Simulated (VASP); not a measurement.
# W (I4/mmm) in VASP: further runs

Runs on W. Level: PBEsol. Tasks: single point.

Everything below comes from runs of VASP 6.6.1. Logs are shortened: lines on timing, memory, paths and dates and some standing lists are left out, and cuts for length are marked.

## (1) The cell of the first run

Symmetry: I4/mmm, No. 139, tetragonal system. Conventional cell: a = 2.785 Å, b = 2.785 Å, c = 3.999 Å, α = 90.00°, β = 90.00°, γ = 90.00°. Within 3.7 Å of W (site symmetry 4/mmm) lie 12 W at 2.78 to 2.81 Å.

This isn't the form of W at room conditions, which is bcc.

## (2) Single point, PBEsol (strain -0.030 along x and y, -0.015 along z)

File INCAR:

```
ALGO = Fast
EDIFF = 1E-7
ENCUT = 520
GGA = PS
ISIF = 2
ISMEAR = 0
LASPH = T
LCHARG = F
LREAL = F
LWAVE = F
NBANDS = 13
NELM = 60
PREC = Accurate
SIGMA = 0.15
```

File KPOINTS:

```
k-points
0
Gamma
  20 20 20
```

File POSCAR:

```
W
1.0
    0.0000000000      1.9691000000      1.9995500000
    1.9691000000      0.0000000000      1.9995500000
    1.9691000000      1.9691000000      0.0000000000
W
1
Direct
    0.0000000000      0.0000000000      0.0000000000
```

Potentials or basis: VASP PAW PBE potentials, release 64 (W_sv).

Started as:

```sh
cat potpaw_PBE.64/W_sv/POTCAR > POTCAR
mpirun -np 1 vasp_std > vasp.out
```

OUTCAR:

```text
EDIFF = 1E-7
   ENCUT = 520
   GGA = PS
   ISIF = 2
   ISMEAR = 0
   LASPH = T
   LREAL = F
   NELM = 60
   PREC = Accurate

 ion  position               nearest neighbor table
   1  0.000  0.000  0.000-

  LATTYP: Found a body centered tetragonal cell.
 ALAT       =     2.7847279257
 C/A-ratio  =     1.4360828443

  Lattice vectors:

 A1 = (  -1.9691000000,   0.0000000000,   1.9995500000)
 A2 = (   1.9691000000,   0.0000000000,   1.9995500000)
 A3 = (   0.0000000000,   1.9691000000,  -1.9995500000)

Analysis of symmetry for initial positions (statically):
=====================================================================
 Subroutine PRICEL returns:
 Original cell was already a primitive cell.

 Routine SETGRP: Setting up the symmetry group for a
 body centered tetragonal supercell.

 Subroutine GETGRP returns: Found 16 space group operations
 (whereof 16 operations were pure point group operations)
 out of a pool of 16 trial point group operations.

The static configuration has the point symmetry D_4h.

Analysis of symmetry for dynamics (positions and initial velocities):
=====================================================================
 Subroutine PRICEL returns:
 Original cell was already a primitive cell.

 Routine SETGRP: Setting up the symmetry group for a
 body centered tetragonal supercell.

 Subroutine GETGRP returns: Found 16 space group operations
 (whereof 16 operations were pure point group operations)
 out of a pool of 16 trial point group operations.

The dynamic configuration has the point symmetry D_4h.

 Subroutine INISYM returns: Found 16 space group operations
 (whereof 16 operations are pure point group operations),
 and found     1 'primitive' translations

----------------------------------------------------------------------------------------

                                     Primitive cell

  volume of cell :      15.5059

  direct lattice vectors                    reciprocal lattice vectors
     0.000000000  1.969100000  1.999550000    -0.253923112  0.253923112  0.250056263
     1.969100000  0.000000000  1.999550000     0.253923112 -0.253923112  0.250056263
     1.969100000  1.969100000  0.000000000     0.253923112  0.253923112 -0.250056263

  length of vectors
     2.806341927  2.806341927  2.784727926     0.437586595  0.437586595  0.437586595

  position of ions in fractional coordinates (direct lattice)
     0.000000000  0.000000000  0.000000000

  ion indices of the primitive-cell ions
   primitive index   ion index
                 1           1

----------------------------------------------------------------------------------------

 KPOINTS: k-points

Automatic generation of k-mesh.
 Grid dimensions read from file:
 generate k-points for:   20   20   20

 Generating k-lattice:

  Cartesian coordinates                     Fractional coordinates (reciprocal lattice)
    -0.012696156  0.012696156  0.012502813     0.050000000  0.000000000  0.000000000
     0.012696156 -0.012696156  0.012502813     0.000000000  0.050000000  0.000000000
     0.012696156  0.012696156 -0.012502813     0.000000000  0.000000000  0.050000000

  Length of vectors
     0.021879330  0.021879330  0.021879330

  Shift w.r.t. Gamma in fractional coordinates (k-lattice)
     0.000000000  0.000000000  0.000000000

 Subroutine IBZKPT returns following result:
 ===========================================

 Found    641 irreducible k-points:

 Following reciprocal coordinates:
            Coordinates               Weight
  0.000000  0.000000  0.000000      1.000000
  0.050000 -0.000000  0.000000      8.000000
  0.100000 -0.000000  0.000000      8.000000
  0.150000 -0.000000  0.000000      8.000000
  0.200000 -0.000000  0.000000      8.000000
  0.250000 -0.000000  0.000000      8.000000
[... 16 lines left out ...]
 -0.400000  0.050000  0.000000      8.000000
 -0.350000  0.050000  0.000000      8.000000
 [... further k-points ...]
   k-points           NKPTS =    641   k-points in BZ     NKDIM =    641   number of bands    NBANDS=     13
   number of dos      NEDOS =    301   number of ions     NIONS =      1
   total plane-waves  NPLWV =  13824
   dimension x,y,z NGX =    24 NGY =   24 NGZ =   24
   dimension x,y,z NGXF=    48 NGYF=   48 NGZF=   48
   ions per type =               1
   NGX,Y,Z   is equivalent  to a cutoff of  14.22, 14.22, 14.33 a.u.
   NGXF,Y,Z  is equivalent  to a cutoff of  28.43, 28.43, 28.66 a.u.
 SYSTEM =  unknown system
   PREC   = accura    normal or accurate (medium, high low for compatibility)
   ISTART =      0    job   : 0-new  1-cont  2-samecut
   ICHARG =      2    charge: 1-file 2-atom 10-const
   ISPIN  =      1    spin polarized calculation?
   LNONCOLLINEAR =      F non collinear calculations
   LSORBIT =      F    spin-orbit coupling
   LASPH  =      T    aspherical Exc in radial PAW
   ENCUT  =  520.0 eV  38.22 Ry    6.18 a.u.   5.22  5.22  5.18*2*pi/ulx,y,z
   NELM   =     60;   NELMIN=  2; NELMDL= -5     # of ELM steps
   EDIFF  = 0.1E-06   stopping-criterion for ELM
   LREAL  =      F    real-space projection
   EDIFFG = 0.1E-05   stopping-criterion for IOM
   NSW    =      0    number of steps for IOM
   IBRION =     -1    ionic relax: 0-MD 1-quasi-New 2-CG
   NFREE  =      0    steps in history (QN), initial steepest desc. (CG)
   ISIF   =      2    stress and relaxation
   ISYM   =      2    0-nonsym 1-usesym 2-fastsym
   POTIM  = 0.5000    time-step for ionic-motion
   TEBEG  =    0.0;   TEEND  =   0.0 temperature during run
   PSTRESS=    0.0 pullay stress
   NELECT =      14.0000    total number of electrons
   NUPDOWN=      -1.0000    fix difference up-down
   EMIN   =  10.00;   EMAX   =-10.00  energy-range for DOS
   EFERMI =   0.00;   METHOD = LEGACY
   ISMEAR =     0;   SIGMA  =   0.15  broadening in eV -4-tet -1-fermi 0-gaus
   EFERMI_NEDOS =   21; number of points for ismear=-14 and -15
   IALGO  =     68    algorithm
   IMIX   =      4    mixing-type and parameters
     AMIX     =   0.40;   BMIX     =  1.00
     AMIX_MAG =   1.60;   BMIX_MAG =  1.00
  volume/ion in A,a.u.               =      15.51       104.64
  Fermi-wavevector in a.u.,A,eV,Ry     =   1.582286  2.990086 34.063928  2.503628
  Thomas-Fermi vector in A             =   2.682232
   LORBIT       =      0    0 simple, 1 ext, 2 COOP (PROOUT), +10 PAW based schemes
   GGA     = PS    functional components
   LHFCALC =     F    Hartree Fock is set to
   AEXX    =    0.0000 exact exchange contribution
   IVDW    =     0    specifies the selected vdW correction
   LEPSILON=     F    determine dielectric tensor
   LRPA    =     F    only Hartree local field effects (RPA)
 non-spin polarized calculation
 RMM-DIIS sequential band-by-band and
 Gauss-broadening in eV      SIGMA  =   0.15
  energy-cutoff  :      520.00
  volume of cell :       15.51
 maximum number of plane-waves:       432
 NGX is ok and might be reduce to    24
   NGX = 11   NGY = 11   NGZ = 11

 number of electron      13.9999999 magnetization

 Free energy of the ion-electron system (eV)
  ---------------------------------------------------
  ext. energy  EPLUGINS =         0.00000000
  ---------------------------------------------------
  free energy    TOTEN  =       -13.30166613 eV

  energy without entropy =      -13.28784692  energy(sigma->0) =      -13.29475652

 E-fermi :  11.1170     XC(G=0): -13.8753

 val. band max:       11.1135285312   @ k =   0.1500  -0.0000   0.1000
 cond. band min:      11.1181778339   @ k =  -0.4500   0.1500   0.0000
 fundamental gap:      0.0046493027
 Fermi energy:        11.1170157811

 k-point     1 :       0.0000    0.0000    0.0000
  band No.  band energies     occupation
      1     -62.4084      2.00000
      2     -25.9644      2.00000
      3     -25.9493      2.00000
      4     -25.9493      2.00000
      5       1.8121      2.00000
      6      10.3350      2.00000
      7      10.5506      2.00000
      8      10.5506      2.00000
      9      13.6896      0.00000
     10      14.0201      0.00000
     11      24.0095      0.00000
     12      29.1160      0.00000
     13      29.6548      0.00000

 k-point     2 :       0.0500   -0.0000    0.0000
  band No.  band energies     occupation
      1     -62.4051      2.00000
      2     -25.9928      2.00000
      3     -25.9629      2.00000
      4     -25.9535      2.00000
      5       1.9308      2.00000
      6      10.3189      2.00000
      7      10.5281      2.00000
      8      10.6071      2.00000
      9      13.6388      0.00000
     10      13.9611      0.00000
     11      24.2510      0.00000
     12      28.8747      0.00000
     13      29.5866      0.00000

 k-point     3 :       0.1000   -0.0000    0.0000
  band No.  band energies     occupation
      1     -62.3954      2.00000
      2     -26.0979      2.00000
      3     -25.9786      2.00000
      4     -25.9658      2.00000
      5       2.2756      2.00000
      6      10.1210      2.00000
      7      10.6257      2.00000
      8      10.7602      1.99923
      9      13.5197      0.00000
     10      13.8158      0.00000
     11      24.9137      0.00000
     12      27.8902      0.00000
     13      30.1649      0.00000

 k-point     4 :       0.1500   -0.0000    0.0000
  band No.  band energies     occupation
      1     -62.3802      2.00000
      2     -26.2607      2.00000
      3     -26.0012      2.00000
      4     -25.9849      2.00000
      5       2.8107      2.00000
      6       9.8142      2.00000
      7      10.7933      1.99772
      8      10.9535      1.87692
      9      13.4318      0.00000
     10      13.6790      0.00000
     11      25.6400      0.00000
     12      27.0762      0.00000
     13      31.1759      0.00000

 k-point     5 :       0.2000   -0.0000    0.0000
  band No.  band energies     occupation
      1     -62.3610      2.00000
      2     -26.4616      2.00000
      3     -26.0294      2.00000
      4     -26.0088      2.00000
      5       3.4689      2.00000
      6       9.5456      2.00000
      7      10.8876      1.96945
      8      11.0820      1.25870
      9      13.5220      0.00000
     10      13.6954      0.00000
     11      25.2204      0.00000
     12      27.6659      0.00000
     13      32.5082      0.00000

 k-point     6 :       0.2500   -0.0000    0.0000
  band No.  band energies     occupation
      1     -62.3397      2.00000
      2     -26.6790      2.00000
      3     -26.0603      2.00000
      4     -26.0352      2.00000
      5       4.1417      2.00000
      6       9.4505      2.00000
      7      10.8268      1.99379
      8      11.0539      1.44834
      9      13.8902      0.00000
     10      13.9826      0.00000
     11      24.3640      0.00000
     12      28.5760      0.00000
     13      34.0865      0.00000

 k-point     7 :       0.3000   -0.0000    0.0000
  band No.  band energies     occupation
      1     -62.3183      2.00000
      2     -26.8910      2.00000
      3     -26.0910      2.00000
      4     -26.0614      2.00000
      5       4.6884      2.00000
      6       9.6594      2.00000
      7      10.6498      1.99999
      8      10.8927      1.96559
      9      14.4950      0.00000
     10      14.5178      0.00000
     11      23.5995      0.00000
     12      28.3800      0.00000
     13      34.7994      0.00000
[... 193 lines left out ...]
 k-point    20 :       0.4500    0.0500    0.0000
  band No.  band energies     occupation
      1     -62.2751      2.00000
      2     -27.2802      2.00000
      3     -26.1665      2.00000
      4     -26.1264      2.00000
      5       5.2809      2.00000
      6       9.9927      2.00000
      7      10.5268      2.00000
      8      11.3353      0.03956
      9      16.2756      0.00000
     10      16.3889      0.00000
     11      22.4200      0.00000
     12      24.5701      0.00000
     13      30.7396      0.00000

 k-point    21 :       0.5000    0.0500    0.0000
  band No.  band energies     occupation
      1     -62.2694      2.00000
      2     -27.3327      2.00000
      3     -26.1808      2.00000
      4     -26.1272      2.00000
      5       5.2918      2.00000
      6       9.9448      2.00000
      7      10.4409      2.00000
      8      11.7715      0.00000
      9      16.5089      0.00000
     10      16.7833      0.00000
     11      22.1732      0.00000
     12      23.9341      0.00000
     13      30.4368      0.00000

 k-point    22 :      -0.4500    0.0500    0.0000
  band No.  band energies     occupation
      1     -62.2704      2.00000
      2     -27.3236      2.00000
      3     -26.1853      2.00000
      4     -26.1195      2.00000
      5       5.2918      2.00000
      6       9.9844      2.00000
      7      10.4373      2.00000
      8      11.6728      0.00000
      9      16.2643      0.00000
     10      16.9066      0.00000
     11      22.2259      0.00000
     12      24.0769      0.00000
     13      30.2637      0.00000

 k-point    23 :      -0.4000    0.0500    0.0000
  band No.  band energies     occupation
      1     -62.2780      2.00000
      2     -27.2536      2.00000
      3     -26.1796      2.00000
      4     -26.1043      2.00000
      5       5.2744      2.00000
      6      10.1066      2.00000
      7      10.5183      2.00000
      8      11.0941      1.17138
      9      15.7197      0.00000
     10      16.6181      0.00000
     11      22.5287      0.00000
     12      24.9839      0.00000
     13      30.7815      0.00000

 k-point    24 :      -0.3500    0.0500    0.0000
  band No.  band energies     occupation
      1     -62.2914      2.00000
      2     -27.1282      2.00000
      3     -26.1643      2.00000
      4     -26.0829      2.00000
      5       5.1861      2.00000
      6      10.2885      2.00000
      7      10.3361      2.00000
      8      10.6753      1.99997
      9      15.0112      0.00000
     10      16.0321      0.00000
     11      22.9693      0.00000
     12      26.4538      0.00000
     13      31.8684      0.00000

 [... further k-points ...]
[... 5 lines left out ...]
  --------------------------------------------------------------------------------------
  -------------------------------------------------------------------------------------
  Total        0.8327448      0.8327448      1.3222256      0.0000000      0.0000000     -0.0000000
  in kB       86.0448139     86.0448139    136.6212770      0.0000000      0.0000000     -0.0000000
  external PRESSURE =     102.9036349 kB  Pullay stress =       0.0000000 kB

 VOLUME and BASIS-vectors are now :
 -----------------------------------------------------------------------------
  energy-cutoff  :      520.00
  volume of cell :       15.51
      direct lattice vectors                 reciprocal lattice vectors
     0.000000000  1.969100000  1.999550000    -0.253923112  0.253923112  0.250056263
     1.969100000  0.000000000  1.999550000     0.253923112 -0.253923112  0.250056263
     1.969100000  1.969100000  0.000000000     0.253923112  0.253923112 -0.250056263

 POSITION                                       TOTAL-FORCE (eV/Angst)
 -----------------------------------------------------------------------------------
      0.00000      0.00000      0.00000         0.000000      0.000000      0.000000
 -----------------------------------------------------------------------------------
    total drift:                               -0.000000      0.000000     -0.000000

  FREE ENERGIE OF THE ION-ELECTRON SYSTEM (eV)
  ---------------------------------------------------
  free  energy   TOTEN  =       -13.3016661301 eV

  energy  without entropy=      -13.2878469152  energy(sigma->0) =      -13.29475652
```

It took 3.1 min on 1 thread of Intel Xeon 8259CL, shared host; peak memory 0.24 GiB.

Results:

```yaml
Free_energy: -13.3017 eV
Pressure: 10.3 GPa
Band_gap_on_the_k_mesh: zero (bands 7 and 8 overlap by 4.07 eV)
```

Stress tensor (GPa, compression positive):
```
 8.60  0.00  0.00
 0.00  8.60  0.00
 0.00  0.00 13.66
```

Caveat: the cell differs from its parent crystal (strain -0.030 along x and y, -0.015 along z); the cell stands under pressure; the PAW data sets were made with another functional, which shifts forces and pressure a little; spin-orbit coupling is left out, which moves the levels of the heavy elements.

## (3) Single point, PBEsol (strain -0.015 along x and y, +0.015 along z)

File INCAR:

```
SYSTEM = W
ALGO = Normal
EDIFF = 1E-7
ENCUT = 520
GGA = PS
ISIF = 2
ISMEAR = 0
LASPH = .True.
LCHARG = .True.
LELF = .True.
LREAL = .False.
LVHAR = .True.
LWAVE = .False.
NBANDS = 13
NELM = 100
PREC = Accurate
SIGMA = 0.15
```

File KPOINTS:

```
k-points
0
Gamma
  20 20 20
  0 0 0
```

File POSCAR:

```
W
1.0
    0.0000000000      1.9995500000      2.0604500000
    1.9995500000      0.0000000000      2.0604500000
    1.9995500000      1.9995500000      0.0000000000
W
1
Direct
    0.0000000000      0.0000000000      0.0000000000
```

Potentials or basis: VASP PAW PBE potentials, release 64 (W_sv).

Started as:

```sh
cat potpaw_PBE.64/W_sv/POTCAR > POTCAR
mpirun -np 1 vasp_std > vasp.out
```

Wall time 2.3 min (1 thread of Intel Xeon 8259CL, shared host); peak memory 0.25 GiB.

The run converged. Its results:

```
Free energy            : -13.3126 eV
Pressure               : -8.2 GPa
Band gap on the k mesh : zero (bands 7 and 8 overlap by 3.68 eV)
```

Stress tensor (GPa, compression positive):
```
-10.93   0.00   0.00
  0.00 -10.93   0.00
  0.00   0.00  -2.63
```

Levels at points of the mesh, in eV from the Fermi level:
```csv
k point,band 3,band 4,band 5,band 6,band 7,band 8,band 9,band 10,band 11,band 12
"(0.00, 0.00, 0.00)",-37.29,-37.29,-9.01,-0.84,-0.44,-0.44,2.21,2.81,12.81,17.33
"(0.50, 0.00, 0.00)",-37.48,-37.42,-5.61,-1.03,-0.59,0.62,4.86,5.11,10.20,12.41
"(0.50, 0.50, 0.00)",-37.66,-37.66,-5.52,-4.47,2.63,4.99,5.70,5.70,11.99,11.99
"(0.50, 0.00, 0.50)",-37.76,-37.71,-5.49,-4.54,3.22,4.91,5.49,5.97,11.31,11.76
```

Caveat: the cell differs from its parent crystal (strain -0.015 along x and y, +0.015 along z); the cell stands under tension; the PAW data sets were made with another functional, which shifts forces and pressure a little; spin-orbit coupling is left out, which moves the levels of the heavy elements.
